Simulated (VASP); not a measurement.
The system is GaP.

```
Ga P
1.0
     1.94302    1.12180    6.43081
    -1.94302    1.12180    6.43081
     0.00000   -2.24360    6.43081
Ga P
2 2
Direct
  0.43537 0.43537 0.43537
  0.56463 0.56463 0.56463
  0.05739 0.05739 0.05739
  0.94261 0.94261 0.94261
```

* Program: VASP 6.6.1
* Task: relaxation of cell and atoms
* Functional: PBE
* Potentials or basis: VASP PAW PBE potentials, release 64 (Ga_d, P)
* Cutoff: 600 eV
* k mesh: 3 × 3 × 3
* Occupations: gaussian, width 0.02 eV
* Spin: no spin polarisation

At the start: pressure 0.7 GPa; volume 21.03 Å³/atom.

**Question.** How do energy, volume and symmetry change on relaxing?

**Answer.** Over 6 steps the energy falls by 2.6 meV/atom and the volume is 21.27 Å³/atom (+1.2 %); space group R-3m (No. 166, to 0.1 Å) before and after.

The path:
| step | energy change (eV) | largest force (eV/Å) | pressure (GPa) | volume (Å³) |
| --- | --- | --- | --- | --- |
| 1 | 0.0000 | 0.0828 | 0.68 | 84.10 |
| 2 | -0.0081 | 0.2120 | -0.02 | 85.18 |
| 3 | -0.0088 | 0.1432 | 0.14 | 84.94 |
| 4 | -0.0103 | 0.0171 | -0.16 | 85.28 |
| 5 | -0.0103 | 0.0127 | -0.18 | 85.30 |
| 6 | -0.0105 | 0.0042 | 0.00 | 85.08 |

Final structure:
```
Ga P
1.0
     1.96269    1.13316    6.37560
    -1.96269    1.13316    6.37560
     0.00000   -2.26632    6.37560
Ga P
2 2
Direct
  0.43515 0.43515 0.43515
  0.56485 0.56485 0.56485
  0.05763 0.05763 0.05763
  0.94237 0.94237 0.94237
```

Caveat: the k points lie up to 0.63 Å⁻¹ apart in the final cell; an odd mesh through Γ misses points on the zone boundary, where band edges can lie.
